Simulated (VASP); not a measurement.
Wanted: the native input for a VASP 6.6.1 run.

| Quantity | Value |
| --- | --- |
| Task | single point |
| Functional | PBE |
| Potentials or basis | VASP PAW PBE potentials, release 64 (Hf_pv, C) |
| Cutoff | 520 eV |
| k mesh | 4 × 7 × 7 |
| Occupations | fermi-dirac, width 0.08 eV |
| Spin | no spin polarisation |
| Dipole correction | no |
| Further INCAR settings | ALGO = Normal; EDIFF = 1e-06; NBANDS = 22 |

The structure of HfC lies in POSCAR:

```
HfC
1.0
    0.0000000000      4.6500000000      4.6500000000
    2.3250000000      0.0000000000      2.3250000000
    2.3250000000      2.3250000000      0.0000000000
Hf C
2 2
Direct
    0.2501392473      0.4833679570      0.5021864516
    0.7481156989      0.5240679570      0.4974068817
    0.0121994624     -0.0618062366      0.0054862366
    0.5137331183     -0.0486941935      0.0005535484
```

One way to write it, as run:

INCAR

```
SYSTEM = HfC
PREC = Accurate
ENCUT = 520
EDIFF = 1E-6
ISMEAR = -1
SIGMA = 0.08
LREAL = .False.
LASPH = .True.
NELM = 100
ALGO = Normal
ISIF = 2
LWAVE = .False.
LCHARG = .True.
GGA = PE
LELF = .True.
LVHAR = .True.
NBANDS = 22
```

KPOINTS

```
Automatic mesh
0
Gamma
  4 7 7
  0 0 0
```

Potentials or basis: VASP PAW PBE potentials, release 64 (Hf_pv, C).

Launch:

```sh
$ cat potpaw_PBE.64/Hf_pv/POTCAR potpaw_PBE.64/C/POTCAR > POTCAR
$ mpirun -np 1 vasp_std > vasp.out
```

It gave:

```
Pressure               : 2.5 GPa
Largest force          : 1.913 eV/Å
Band gap on the k mesh : zero (band 14 reaches 6.40 eV, above the bottom of band 15 at 5.92 eV)
```

Caveat: spin-orbit coupling is left out, which moves the levels of the heavy elements; forces of over 1 eV/Å act on the atoms, so gaps and moduli don't describe the material at rest.

Run time: 57 s on 1 thread of Intel(R) Xeon(R) Platinum 8488C (Sapphire Rapids), with other jobs on the host, peak memory 0.23 GiB.
